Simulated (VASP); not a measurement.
# Cu (P6/mmm) in VASP: a series of runs

Cu is run at these levels: PBE; tasks: single point, relaxation of cell and atoms.

All numbers are computed with VASP 6.6.1; they aren't measurements. Logs are shortened: lines on timing, memory, paths and dates and some standing lists are left out, and cuts for length are marked.

### Step 1. The cell of the first run

The structure is hexagonal, space group P6/mmm (No. 191). The conventional cell has a = 4.155 Å, b = 4.155 Å, c = 2.448 Å, α = 90.00°, β = 90.00°, γ = 120.00°. Within 3.2 Å of Cu (site symmetry 6/mmm) lie 14 Cu at 2.45 to 2.69 Å. Within 3.2 Å of Cu (site symmetry -6m2) lie 11 Cu at 2.40 to 2.69 Å.

This isn't the form of Cu at room conditions, which is fcc.

### Step 2. Single point, PBE

Contents of INCAR:

```
ALGO     = Normal         # electronic algorithm
EDIFF    = 1E-6           # SCF threshold, eV
ENCUT    = 600            # plane-wave cutoff, eV
GGA      = PE             # functional
GGA_COMPAT= F            
ISIF     = 2              # what is computed and relaxed
ISMEAR   = 0              # smearing method
LASPH    = T              # aspherical terms in the spheres
LCHARG   = T              # write CHGCAR
LELF     = T              # ELF
LREAL    = F              # projectors in reciprocal space
LVHAR    = T            
LWAVE    = F              # write WAVECAR
NBANDS   = 24             # bands
NELM     = 120            # most SCF steps
PREC     = Accurate       # precision mode
SIGMA    = 0.1            # smearing width, eV
```

Contents of KPOINTS:

```
k-points
0
Gamma
  6 6 6
```

Contents of POSCAR:

```
Cu
1.0
    4.1551290652      0.0000000000      0.0000000000
   -2.0775645326      3.5984473264      0.0000000000
    0.0000000000      0.0000000000      2.4480106099
Cu
3
Direct
    0.0000000000      0.0000000000      0.0000000000
    0.3333333333      0.6666666667      0.5000000000
    0.6666666667      0.3333333333      0.5000000000
```

Potentials or basis: VASP PAW PBE potentials, release 64 (Cu).

Run with:

```bash
cat potpaw_PBE.64/Cu/POTCAR > POTCAR
mpirun -np 1 vasp_std > vasp.out
```

OUTCAR:

```text
EDIFF = 1E-6
   ENCUT = 600
   GGA = PE
   ISIF = 2
   ISMEAR = 0
   LASPH = T
   LREAL = F
   NELM = 120
   PREC = Accurate

 ion  position               nearest neighbor table
   1  0.000  0.000  0.000-   2 2.69   3 2.69   2 2.69   3 2.69   2 2.69   2 2.69   3 2.69   3 2.69
                             3 2.69   3 2.69   2 2.69   2 2.69
   2  0.333  0.667  0.500-   3 2.40   3 2.40   3 2.40   1 2.69   1 2.69   1 2.69   1 2.69   1 2.69
                             1 2.69
   3  0.667  0.333  0.500-   2 2.40   2 2.40   2 2.40   1 2.69   1 2.69   1 2.69   1 2.69   1 2.69
                             1 2.69

  LATTYP: Found a hexagonal cell.
 ALAT       =     4.1551290652
 C/A-ratio  =     0.5891539279

  Lattice vectors:

 A1 = (   4.1551290652,   0.0000000000,   0.0000000000)
 A2 = (  -2.0775645326,   3.5984473264,   0.0000000000)
 A3 = (   0.0000000000,   0.0000000000,   2.4480106099)

Analysis of symmetry for initial positions (statically):
=====================================================================
 Subroutine PRICEL returns:
 Original cell was already a primitive cell.

 Routine SETGRP: Setting up the symmetry group for a
 hexagonal supercell.

 Subroutine GETGRP returns: Found 24 space group operations
 (whereof 24 operations were pure point group operations)
 out of a pool of 24 trial point group operations.

The static configuration has the point symmetry D_6h.

Analysis of symmetry for dynamics (positions and initial velocities):
=====================================================================
 Subroutine PRICEL returns:
 Original cell was already a primitive cell.

 Routine SETGRP: Setting up the symmetry group for a
 hexagonal supercell.

 Subroutine GETGRP returns: Found 24 space group operations
 (whereof 24 operations were pure point group operations)
 out of a pool of 24 trial point group operations.

The dynamic configuration has the point symmetry D_6h.

 Subroutine INISYM returns: Found 24 space group operations
 (whereof 24 operations are pure point group operations),
 and found     1 'primitive' translations

[... 89 lines left out ...]
   ICHARG =      2    charge: 1-file 2-atom 10-const
   ISPIN  =      1    spin polarized calculation?
   LNONCOLLINEAR =      F non collinear calculations
   LSORBIT =      F    spin-orbit coupling
   LASPH  =      T    aspherical Exc in radial PAW
   ENCUT  =  600.0 eV  44.10 Ry    6.64 a.u.   8.30  8.30  4.89*2*pi/ulx,y,z
   NELM   =    120;   NELMIN=  2; NELMDL= -5     # of ELM steps
   EDIFF  = 0.1E-05   stopping-criterion for ELM
   LREAL  =      F    real-space projection
   EDIFFG = 0.1E-04   stopping-criterion for IOM
   NSW    =      0    number of steps for IOM
   IBRION =     -1    ionic relax: 0-MD 1-quasi-New 2-CG
   NFREE  =      0    steps in history (QN), initial steepest desc. (CG)
   ISIF   =      2    stress and relaxation
   ISYM   =      2    0-nonsym 1-usesym 2-fastsym
   POTIM  = 0.5000    time-step for ionic-motion
   TEBEG  =    0.0;   TEEND  =   0.0 temperature during run
   PSTRESS=    0.0 pullay stress
   NELECT =      33.0000    total number of electrons
   NUPDOWN=      -1.0000    fix difference up-down
   EMIN   =  10.00;   EMAX   =-10.00  energy-range for DOS
   EFERMI =   0.00;   METHOD = LEGACY
   ISMEAR =     0;   SIGMA  =   0.10  broadening in eV -4-tet -1-fermi 0-gaus
   EFERMI_NEDOS =   21; number of points for ismear=-14 and -15
   IALGO  =     38    algorithm
   IMIX   =      4    mixing-type and parameters
     AMIX     =   0.40;   BMIX     =  1.00
     AMIX_MAG =   1.60;   BMIX_MAG =  1.00
  volume/ion in A,a.u.               =      12.20        82.34
  Fermi-wavevector in a.u.,A,eV,Ry     =   1.581522  2.988643 34.031040  2.501211
  Thomas-Fermi vector in A             =   2.681584
   LORBIT       =      0    0 simple, 1 ext, 2 COOP (PROOUT), +10 PAW based schemes
   GGA     = PE    functional components
   LHFCALC =     F    Hartree Fock is set to
   AEXX    =    0.0000 exact exchange contribution
   IVDW    =     0    specifies the selected vdW correction
   LEPSILON=     F    determine dielectric tensor
   LRPA    =     F    only Hartree local field effects (RPA)
 non-spin polarized calculation
 Gauss-broadening in eV      SIGMA  =   0.10
  energy-cutoff  :      600.00
  volume of cell :       36.60
 maximum number of plane-waves:      1251
 NGX is ok and might be reduce to    36
   NGX = 17   NGY = 17   NGZ =  9

 number of electron      33.0000003 magnetization

 Free energy of the ion-electron system (eV)
  ---------------------------------------------------
  ext. energy  EPLUGINS =         0.00000000
  ---------------------------------------------------
  free energy    TOTEN  =       -10.88717241 eV

  energy without entropy =      -10.87503703  energy(sigma->0) =      -10.88110472

 E-fermi :   7.3028     XC(G=0): -12.5313

 val. band max:        7.2817081904   @ k =   0.1667   0.1667   0.0000
 cond. band min:       7.3346734085   @ k =   0.1667   0.1667   0.5000
 fundamental gap:      0.0529652181
 Fermi energy:         7.3028313052

 k-point     1 :       0.0000    0.0000    0.0000
  band No.  band energies     occupation
      1      -1.9087      2.00000
      2       2.7513      2.00000
      3       3.5866      2.00000
      4       3.6785      2.00000
      5       3.6785      2.00000
      6       3.7211      2.00000
[... 637 lines left out ...]
     23      16.2172      0.00000
     24      22.7474      0.00000

 [... further k-points ...]

------------------------ aborting loop because EDIFF is reached ----------------------------------------

  FORCE on cell =-STRESS in cart. coord.  units (eV):
  Direction    XX          YY          ZZ          XY          YZ          ZX
  --------------------------------------------------------------------------------------
  -------------------------------------------------------------------------------------
  Total        0.1656966      0.1656966      0.1902242      0.0000000      0.0000000      0.0000000
  in kB        7.2528916      7.2528916      8.3265167      0.0000000      0.0000000      0.0000000
  external PRESSURE =       7.6107666 kB  Pullay stress =       0.0000000 kB

 VOLUME and BASIS-vectors are now :
 -----------------------------------------------------------------------------
  energy-cutoff  :      600.00
  volume of cell :       36.60
      direct lattice vectors                 reciprocal lattice vectors
     4.155129065  0.000000000  0.000000000     0.240666411  0.138948817  0.000000000
    -2.077564533  3.598447326  0.000000000     0.000000000  0.277897635  0.000000000
     0.000000000  0.000000000  2.448010610     0.000000000  0.000000000  0.408494962

 POSITION                                       TOTAL-FORCE (eV/Angst)
 -----------------------------------------------------------------------------------
      0.00000      0.00000      0.00000        -0.000000      0.000000      0.000000
     -0.00000      2.39896      1.22401         0.000000      0.000000     -0.000000
      2.07756      1.19948      1.22401        -0.000000      0.000000      0.000000
 -----------------------------------------------------------------------------------
    total drift:                                0.000000      0.000000     -0.000000

  FREE ENERGIE OF THE ION-ELECTRON SYSTEM (eV)
  ---------------------------------------------------
  free  energy   TOTEN  =       -10.8871724133 eV

  energy  without entropy=      -10.8750370289  energy(sigma->0) =      -10.88110472
```

OSZICAR:

```text
N       E                     dE             d eps       ncg     rms          rms(c)
DAV:   1     0.236301038133E+03    0.23630E+03   -0.16084E+04  1408   0.265E+03
DAV:   2     0.417304689631E+01   -0.23213E+03   -0.21922E+03  1344   0.365E+02
DAV:   3    -0.132318134784E+02   -0.17405E+02   -0.15832E+02  1600   0.142E+02
DAV:   4    -0.135060346507E+02   -0.27422E+00   -0.27401E+00  1624   0.221E+01
DAV:   5    -0.135095733356E+02   -0.35387E-02   -0.35386E-02  1864   0.223E+00    0.131E+01
DAV:   6    -0.120078034056E+02    0.15018E+01   -0.20679E+01  1488   0.110E+02    0.691E+00
DAV:   7    -0.109143412073E+02    0.10935E+01   -0.41632E+00  1600   0.498E+01    0.848E-01
DAV:   8    -0.109067139088E+02    0.76273E-02   -0.12839E-01  1864   0.140E+01    0.936E-01
DAV:   9    -0.108918450184E+02    0.14869E-01   -0.22472E-02  1880   0.823E+00    0.527E-01
DAV:  10    -0.108872312702E+02    0.46137E-02   -0.99783E-03  1792   0.204E+00    0.809E-02
DAV:  11    -0.108871683984E+02    0.62872E-04   -0.67509E-04  2056   0.573E-01    0.185E-02
DAV:  12    -0.108871723117E+02   -0.39134E-05   -0.72915E-05  1928   0.185E-01    0.771E-03
DAV:  13    -0.108871724133E+02   -0.10155E-06   -0.44510E-06  1320   0.493E-02
   1 F= -.10887172E+02 E0= -.10881105E+02  d E =-.121354E-01
```

stdout:

```text
POSCAR found type information on POSCAR Cu
 POSCAR found :  1 types and       3 ions
 scaLAPACK will be used
 LDA part: xc-table for (Slater+PW92), standard interpolation
 POSCAR, INCAR and KPOINTS ok, starting setup
 FFT: planning ... GRIDC
 FFT: planning ... GRID_SOFT
 FFT: planning ... GRID
 WAVECAR not read
 entering main loop
```

Run time: 27 s. Hardware: 1 thread of Intel Xeon 8259CL, shared host; peak memory 0.17 GiB.

What came out:

```yaml
Free_energy: -10.8872 eV
Pressure: 0.8 GPa
Band_gap_on_the_k_mesh: zero (an odd number of electrons rules out a gap without spin polarisation)
```

Stress tensor (GPa, compression positive):
```
0.73 0.00 0.00
0.00 0.73 0.00
0.00 0.00 0.83
```

Levels at points of the mesh, in eV from the Fermi level:
```csv
k point,band 12,band 13,band 14,band 15,band 16,band 17,band 18,band 19,band 20,band 21
"(0.00, 0.00, 0.00)",-2.42,-2.35,-2.35,-1.66,-1.66,4.25,4.25,4.26,4.26,5.70
"(0.50, 0.00, 0.00)",-1.99,-1.87,-1.87,-1.82,-1.76,-1.62,-0.80,3.80,13.09,13.10
"(0.00, 0.00, 0.50)",-1.93,-1.80,-1.80,-1.38,-0.30,0.32,7.94,8.42,8.42,9.64
"(0.50, 0.00, 0.50)",-2.01,-1.92,-1.64,-1.52,0.63,0.69,3.38,3.63,6.71,7.43
```

Caveat: the k points lie up to 0.43 Å⁻¹ apart, too coarse for converged energies and pressures of a metal.

(Part 1 of 2 ends here.)
